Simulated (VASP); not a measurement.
# Pb2O (antifluorite type) (Fm-3m) in VASP: a series of runs

Pb2O (antifluorite type) is run at these levels: PBE; tasks: single point.

All numbers are computed with VASP 6.6.1; they aren't measurements. Logs are shortened: lines on timing, memory, paths and dates and some standing lists are left out, and cuts for length are marked.

### 1 The cell of the first run

It takes space group Fm-3m (No. 225, cubic). Conventional cell: a = 6.552 Å, b = 6.552 Å, c = 6.552 Å, α = 90.00°, β = 90.00°, γ = 90.00°. Within 3.7 Å of Pb (site symmetry -43m) lie 4 O at 2.84 Å and 6 Pb at 3.28 Å. O (site symmetry m-3m) has 8 Pb at 2.84 Å within 3.7 Å.

### 2 Single point, PBE

Input file INCAR:

```
SYSTEM = Pb2O
PREC = Accurate
ENCUT = 600
EDIFF = 1E-6
ISMEAR = -1
SIGMA = 0.06122561905347299
LREAL = .False.
LASPH = .True.
NELM = 120
ALGO = Normal
ISIF = 2
LWAVE = .False.
LCHARG = .False.
GGA = PE
NBANDS = 24
GGA_COMPAT = .False.
KPAR = 4
```

Input file KPOINTS:

```
Automatic mesh
0
Gamma
  29 29 29
  0 0 0
```

Input file POSCAR:

```
Pb2O
1.0
    0.0000000000      3.2761488248      3.2761488248
    3.2761488248      0.0000000000      3.2761488248
    3.2761488248      3.2761488248      0.0000000000
Pb O
2 1
Direct
    0.2500000000      0.2500000000      0.2500000000
    0.7500000000      0.7500000000      0.7500000000
    0.0000000000      0.0000000000      0.0000000000
```

Potentials or basis: VASP PAW PBE potentials, release 64 (Pb_d, O).

Started as:

```console
$ cat potpaw_PBE.64/Pb_d/POTCAR potpaw_PBE.64/O/POTCAR > POTCAR
$ mpirun -np 4 vasp_std > vasp.out
```

OUTCAR:

```text
SYSTEM = Pb2O
   PREC = Accurate
   ENCUT = 600
   EDIFF = 1E-6
   ISMEAR = -1
   LREAL = .False.
   LASPH = .True.
   NELM = 120
   ISIF = 2
   GGA = PE

 ion  position               nearest neighbor table
   1  0.250  0.250  0.250-   3 2.84   3 2.84   3 2.84   3 2.84   2 3.28   2 3.28   2 3.28   2 3.28
                             2 3.28   2 3.28
   2  0.750  0.750  0.750-   3 2.84   3 2.84   3 2.84   3 2.84   1 3.28   1 3.28   1 3.28   1 3.28
                             1 3.28   1 3.28
   3  0.000  0.000  0.000-   2 2.84   2 2.84   2 2.84   1 2.84   2 2.84   1 2.84   1 2.84   1 2.84

  LATTYP: Found a face centered cubic cell.
 ALAT       =     6.5522976496

  Lattice vectors:

 A1 = (   0.0000000000,   3.2761488248,   3.2761488248)
 A2 = (   3.2761488248,   0.0000000000,   3.2761488248)
 A3 = (   3.2761488248,   3.2761488248,   0.0000000000)

Analysis of symmetry for initial positions (statically):
=====================================================================
 Subroutine PRICEL returns:
 Original cell was already a primitive cell.

 Routine SETGRP: Setting up the symmetry group for a
 face centered cubic supercell.

 Subroutine GETGRP returns: Found 48 space group operations
 (whereof 48 operations were pure point group operations)
 out of a pool of 48 trial point group operations.

The static configuration has the point symmetry O_h .

Analysis of symmetry for dynamics (positions and initial velocities):
=====================================================================
 Subroutine PRICEL returns:
 Original cell was already a primitive cell.

 Routine SETGRP: Setting up the symmetry group for a
 face centered cubic supercell.

 Subroutine GETGRP returns: Found 48 space group operations
 (whereof 48 operations were pure point group operations)
 out of a pool of 48 trial point group operations.

The dynamic configuration has the point symmetry O_h .

 Subroutine INISYM returns: Found 48 space group operations
 (whereof 48 operations are pure point group operations),
 and found     1 'primitive' translations

----------------------------------------------------------------------------------------

                                     Primitive cell

  volume of cell :      70.3268

  direct lattice vectors                    reciprocal lattice vectors
     0.000000000  3.276148825  3.276148825    -0.152618219  0.152618219  0.152618219
     3.276148825  0.000000000  3.276148825     0.152618219 -0.152618219  0.152618219
     3.276148825  3.276148825  0.000000000     0.152618219  0.152618219 -0.152618219

  length of vectors
     4.633174100  4.633174100  4.633174100     0.264342510  0.264342510  0.264342510

  position of ions in fractional coordinates (direct lattice)
     0.250000000  0.250000000  0.250000000
     0.750000000  0.750000000  0.750000000
     0.000000000  0.000000000  0.000000000

  ion indices of the primitive-cell ions
   primitive index   ion index
                 1           1
                 2           2
                 3           3

----------------------------------------------------------------------------------------

 KPOINTS: Automatic mesh

Automatic generation of k-mesh.
 Grid dimensions read from file:
 generate k-points for:   29   29   29

 Generating k-lattice:

  Cartesian coordinates                     Fractional coordinates (reciprocal lattice)
    -0.005262697  0.005262697  0.005262697     0.034482759  0.000000000  0.000000000
     0.005262697 -0.005262697  0.005262697     0.000000000  0.034482759  0.000000000
     0.005262697  0.005262697 -0.005262697     0.000000000  0.000000000  0.034482759

  Length of vectors
     0.009115259  0.009115259  0.009115259

  Shift w.r.t. Gamma in fractional coordinates (k-lattice)
     0.000000000  0.000000000  0.000000000

 Subroutine IBZKPT returns following result:
 ===========================================

 Found    680 irreducible k-points:

 Following reciprocal coordinates:
            Coordinates               Weight
  0.000000  0.000000  0.000000      1.000000
  0.034483  0.000000  0.000000      8.000000
  0.068966  0.000000  0.000000      8.000000
  0.103448  0.000000  0.000000      8.000000
  0.137931  0.000000  0.000000      8.000000
  0.172414  0.000000  0.000000      8.000000
[... 16 lines left out ...]
  0.275862  0.034483  0.000000     24.000000
  0.310345  0.034483  0.000000     24.000000
 [... further k-points ...]
   k-points           NKPTS =    680   k-points in BZ     NKDIM =    680   number of bands    NBANDS=     24
   number of dos      NEDOS =    301   number of ions     NIONS =      3
   total plane-waves  NPLWV =  64000
   dimension x,y,z NGX =    40 NGY =   40 NGZ =   40
   dimension x,y,z NGXF=    80 NGYF=   80 NGZF=   80
   ions per type =               2   1
   NGX,Y,Z   is equivalent  to a cutoff of  14.35, 14.35, 14.35 a.u.
   NGXF,Y,Z  is equivalent  to a cutoff of  28.71, 28.71, 28.71 a.u.
 SYSTEM =  Pb2O
   PREC   = accura    normal or accurate (medium, high low for compatibility)
   ISTART =      0    job   : 0-new  1-cont  2-samecut
   ICHARG =      2    charge: 1-file 2-atom 10-const
   ISPIN  =      1    spin polarized calculation?
   LNONCOLLINEAR =      F non collinear calculations
   LSORBIT =      F    spin-orbit coupling
   LASPH  =      T    aspherical Exc in radial PAW
   ENCUT  =  600.0 eV  44.10 Ry    6.64 a.u.   9.25  9.25  9.25*2*pi/ulx,y,z
   NELM   =    120;   NELMIN=  2; NELMDL= -5     # of ELM steps
   EDIFF  = 0.1E-05   stopping-criterion for ELM
   LREAL  =      F    real-space projection
   EDIFFG = 0.1E-04   stopping-criterion for IOM
   NSW    =      0    number of steps for IOM
   IBRION =     -1    ionic relax: 0-MD 1-quasi-New 2-CG
   NFREE  =      0    steps in history (QN), initial steepest desc. (CG)
   ISIF   =      2    stress and relaxation
   ISYM   =      2    0-nonsym 1-usesym 2-fastsym
   POTIM  = 0.5000    time-step for ionic-motion
   TEBEG  =    0.0;   TEEND  =   0.0 temperature during run
   PSTRESS=    0.0 pullay stress
   NELECT =      34.0000    total number of electrons
   NUPDOWN=      -1.0000    fix difference up-down
   EMIN   =  10.00;   EMAX   =-10.00  energy-range for DOS
   EFERMI =   0.00;   METHOD = LEGACY
   ISMEAR =    -1;   SIGMA  =   0.06  broadening in eV -4-tet -1-fermi 0-gaus
   EFERMI_NEDOS =   21; number of points for ismear=-14 and -15
   IALGO  =     38    algorithm
   IMIX   =      4    mixing-type and parameters
     AMIX     =   0.40;   BMIX     =  1.00
     AMIX_MAG =   1.60;   BMIX_MAG =  1.00
  volume/ion in A,a.u.               =      23.44       158.20
  Fermi-wavevector in a.u.,A,eV,Ry     =   1.284875  2.428062 22.461906  1.650904
  Thomas-Fermi vector in A             =   2.417043
   LORBIT       =      0    0 simple, 1 ext, 2 COOP (PROOUT), +10 PAW based schemes
   GGA     = PE    functional components
   LHFCALC =     F    Hartree Fock is set to
   AEXX    =    0.0000 exact exchange contribution
   IVDW    =     0    specifies the selected vdW correction
   LEPSILON=     F    determine dielectric tensor
   LRPA    =     F    only Hartree local field effects (RPA)
 non-spin polarized calculation
  energy-cutoff  :      600.00
  volume of cell :       70.33
 maximum number of plane-waves:      2397
 NGX is ok and might be reduce to    40
   NGX = 19   NGY = 19   NGZ = 19

 number of electron      34.0000005 magnetization

 Free energy of the ion-electron system (eV)
  ---------------------------------------------------
  ext. energy  EPLUGINS =         0.00000000
  ---------------------------------------------------
  free energy    TOTEN  =       -12.26036853 eV

  energy without entropy =      -12.22922868  energy(sigma->0) =      -12.24479861

 E-fermi :   6.6156     XC(G=0): -10.1385

 val. band max:        6.6144913021   @ k =   0.4483   0.1379   0.0690
 cond. band min:       6.6156609320   @ k =   0.0690   0.0345   0.0000
 fundamental gap:      0.0011696299
 Fermi energy:         6.6156458932

 k-point     1 :       0.0000    0.0000    0.0000
  band No.  band energies     occupation
      1     -11.1062      2.00000
      2     -11.1062      2.00000
      3     -10.8834      2.00000
      4     -10.8834      2.00000
      5     -10.8834      2.00000
      6     -10.8404      2.00000
[... 16 lines left out ...]
     23      13.1346      0.00000
     24      15.0735      0.00000

 k-point     2 :       0.0345    0.0000    0.0000
  band No.  band energies     occupation
      1     -11.1044      2.00000
      2     -11.1044      2.00000
      3     -10.9154      2.00000
      4     -10.8823      2.00000
      5     -10.8823      2.00000
      6     -10.8048      2.00000
[... 16 lines left out ...]
     23      13.2531      0.00000
     24      15.1128      0.00000

 k-point     3 :       0.0690    0.0000    0.0000
  band No.  band energies     occupation
      1     -11.0990      2.00000
      2     -11.0990      2.00000
      3     -10.9584      2.00000
      4     -10.8792      2.00000
      5     -10.8792      2.00000
      6     -10.7518      2.00000
[... 16 lines left out ...]
     23      13.5511      0.00000
     24      15.2168      0.00000

 k-point     4 :       0.1034    0.0000    0.0000
  band No.  band energies     occupation
      1     -11.0900      2.00000
      2     -11.0900      2.00000
      3     -10.9983      2.00000
      4     -10.8742      2.00000
      5     -10.8742      2.00000
      6     -10.6980      2.00000
[... 16 lines left out ...]
     23      13.9284      0.00000
     24      15.3502      0.00000

 k-point     5 :       0.1379    0.0000    0.0000
  band No.  band energies     occupation
      1     -11.0775      2.00000
      2     -11.0775      2.00000
      3     -11.0340      2.00000
      4     -10.8672      2.00000
      5     -10.8672      2.00000
      6     -10.6545      2.00000
[... 451 lines left out ...]
 k-point    22 :       0.2414    0.0345    0.0000
  band No.  band energies     occupation
      1     -11.1109      2.00000
      2     -11.0407      2.00000
      3     -11.0132      2.00000
      4     -10.8422      2.00000
      5     -10.8346      2.00000
      6     -10.6504      2.00000
[... 16 lines left out ...]
     23      14.4874      0.00000
     24      15.7496      0.00000

 k-point    23 :       0.2759    0.0345    0.0000
  band No.  band energies     occupation
      1     -11.1303      2.00000
      2     -11.0183      2.00000
      3     -10.9876      2.00000
      4     -10.8300      2.00000
      5     -10.8214      2.00000
      6     -10.6631      2.00000
[... 16 lines left out ...]
     23      14.5263      0.00000
     24      15.8199      0.00000

 k-point    24 :       0.3103    0.0345    0.0000
  band No.  band energies     occupation
      1     -11.1461      2.00000
      2     -10.9932      2.00000
      3     -10.9594      2.00000
      4     -10.8166      2.00000
      5     -10.8071      2.00000
      6     -10.6765      2.00000
[... 16 lines left out ...]
     23      14.6289      0.00000
     24      15.9012      0.00000

 [... further k-points ...]
[... 5 lines left out ...]
  --------------------------------------------------------------------------------------
  -------------------------------------------------------------------------------------
  Total       -0.0441789     -0.0441789     -0.0441789      0.0000000     -0.0000000     -0.0000000
  in kB       -1.0064794     -1.0064794     -1.0064794      0.0000000     -0.0000000     -0.0000000
  external PRESSURE =      -1.0064794 kB  Pullay stress =       0.0000000 kB

 VOLUME and BASIS-vectors are now :
 -----------------------------------------------------------------------------
  energy-cutoff  :      600.00
  volume of cell :       70.33
      direct lattice vectors                 reciprocal lattice vectors
     0.000000000  3.276148825  3.276148825    -0.152618219  0.152618219  0.152618219
     3.276148825  0.000000000  3.276148825     0.152618219 -0.152618219  0.152618219
     3.276148825  3.276148825  0.000000000     0.152618219  0.152618219 -0.152618219

 POSITION                                       TOTAL-FORCE (eV/Angst)
 -----------------------------------------------------------------------------------
      1.63807      1.63807      1.63807         0.000000      0.000000      0.000000
      4.91422      4.91422      4.91422        -0.000000     -0.000000     -0.000000
      0.00000      0.00000      0.00000         0.000000     -0.000000      0.000000
 -----------------------------------------------------------------------------------
    total drift:                               -0.000000     -0.000000      0.000000

  FREE ENERGIE OF THE ION-ELECTRON SYSTEM (eV)
  ---------------------------------------------------
  free  energy   TOTEN  =       -12.2603685296 eV

  energy  without entropy=      -12.2292286833  energy(sigma->0) =      -12.24479861
```

Run time: 11 min. Hardware: 4 MPI ranks of Intel Xeon Platinum 8259CL at 2.50GHz (Skylake/Cascade Lake), shared host; peak memory 1.2 GiB.

Results:

```
Free energy            : -12.2604 eV
Pressure               : -0.1 GPa
Band gap on the k mesh : zero (bands 17 and 18 overlap by 1.41 eV)
```

Levels at points of the mesh, in eV from the Fermi level:
```csv
k point,band 15,band 16,band 17,band 18,band 19,band 20
"(0.00, 0.00, 0.00)",-2.92,-2.92,-0.25,-0.25,-0.25,4.69
```

Caveat: spin-orbit coupling is left out, which moves the levels of the heavy elements.

### 3 Single point, PBE

This run uses another cell than the first one, of 22.97 Å³/atom.

Input file INCAR:

```
SYSTEM = Pb2O
ALGO = Normal
EDIFF = 1E-6
ENCUT = 600
GGA = PE
GGA_COMPAT = .False.
ISIF = 2
ISMEAR = -1
LASPH = .True.
LCHARG = .False.
LREAL = .False.
LWAVE = .False.
NBANDS = 24
NELM = 120
PREC = Accurate
SIGMA = 0.06122561905347299
```

Input file KPOINTS:

```
k-points
0
Gamma
  29 29 29
  0 0 0
```

Input file POSCAR:

```
Pb2O
1.0
    0.0000000000      3.2541605862      3.2541605862
    3.2541605862      0.0000000000      3.2541605862
    3.2541605862      3.2541605862      0.0000000000
Pb O
2 1
Direct
    0.2500000000      0.2500000000      0.2500000000
    0.7500000000      0.7500000000      0.7500000000
    0.0000000000      0.0000000000      0.0000000000
```

Potentials or basis: VASP PAW PBE potentials, release 64 (Pb_d, O).

Started as:

```console
$ cat potpaw_PBE.64/Pb_d/POTCAR potpaw_PBE.64/O/POTCAR > POTCAR
$ mpirun -np 1 vasp_std > vasp.out
```

It took 11 min on 1 thread of Intel Xeon 6975P-C (Granite Rapids), shared host; peak memory 1.1 GiB.

Results (log left out):

```
Free energy            : -12.2554 eV
Pressure               : 1.0 GPa
Band gap on the k mesh : zero (bands 17 and 18 overlap by 1.44 eV)
```

Levels at points of the mesh, in eV from the Fermi level:
```
           k point  band 15  band 16  band 17  band 18  band 19  band 20
(0.00, 0.00, 0.00)    -2.99    -2.99    -0.26    -0.26    -0.26     4.76
```

Caveat: spin-orbit coupling is left out, which moves the levels of the heavy elements.

### 4 Single point, PBE

This run uses another cell than the first one, of 24.85 Å³/atom.

Input file INCAR:

```
SYSTEM = Pb2O
  ALGO = Normal
  EDIFF = 1E-6
  ENCUT = 600
  GGA = PE
  GGA_COMPAT = .FALSE.
  ISIF = 2
  ISMEAR = -1
  KPAR = 4
  LASPH = .TRUE.
  LCHARG = .FALSE.
  LREAL = .FALSE.
  LWAVE = .FALSE.
  NBANDS = 24
  NELM = 120
  PREC = Accurate
  SIGMA = 0.06122561905347299
```

Input file KPOINTS:

```
k-points
0
G
  29 29 29
  0 0 0
```

Input file POSCAR:

```
Pb2O
1.0
    0.0000000000      3.3404033499      3.3404033499
    3.3404033499      0.0000000000      3.3404033499
    3.3404033499      3.3404033499      0.0000000000
Pb O
2 1
Direct
    0.2500000000      0.2500000000      0.2500000000
    0.7500000000      0.7500000000      0.7500000000
    0.0000000000      0.0000000000      0.0000000000
```

Started as:

```console
$ cat potpaw_PBE.64/Pb_d/POTCAR potpaw_PBE.64/O/POTCAR > POTCAR
$ mpirun -np 4 vasp_std > vasp.out
```

It took 8.7 min on 4 MPI ranks of Intel Xeon Platinum 8259CL at 2.50GHz (Skylake/Cascade Lake), shared host; peak memory 1.2 GiB.

It converged, with:

| Quantity | Value |
| --- | --- |
| Free energy | -12.2216 eV |
| Pressure | -2.8 GPa |
| Band gap on the k mesh | zero (bands 17 and 18 overlap by 1.33 eV) |

Levels at points of the mesh, in eV from the Fermi level:
| k point | band 15 | band 16 | band 17 | band 18 | band 19 | band 20 |
| --- | --- | --- | --- | --- | --- | --- |
| (0.00, 0.00, 0.00) | -2.74 | -2.74 | -0.23 | -0.23 | -0.23 | 4.48 |

Caveat: spin-orbit coupling is left out, which moves the levels of the heavy elements.

### 5 Summary

```csv
cell,gap on the mesh (eV),pressure (GPa)
"a = 4.633 Å, angles 60.0°, 3 atoms",none,-0.1
"a = 4.602 Å, angles 60.0°, 3 atoms",none,1.0
"a = 4.724 Å, angles 60.0°, 3 atoms",none,-2.8
```

Alike in all rows: task single point; level PBE; potentials or basis VASP PAW PBE potentials, release 64 (Pb_d, O); no spin polarisation; k mesh 29 × 29 × 29; cutoff (eV) 600; smearing fermi-dirac 0.0612256 eV.

Caveats: spin-orbit coupling is left out, which moves the levels of the heavy elements.

Total energies depend on the potentials used, so only differences within one code and one set of settings carry meaning.
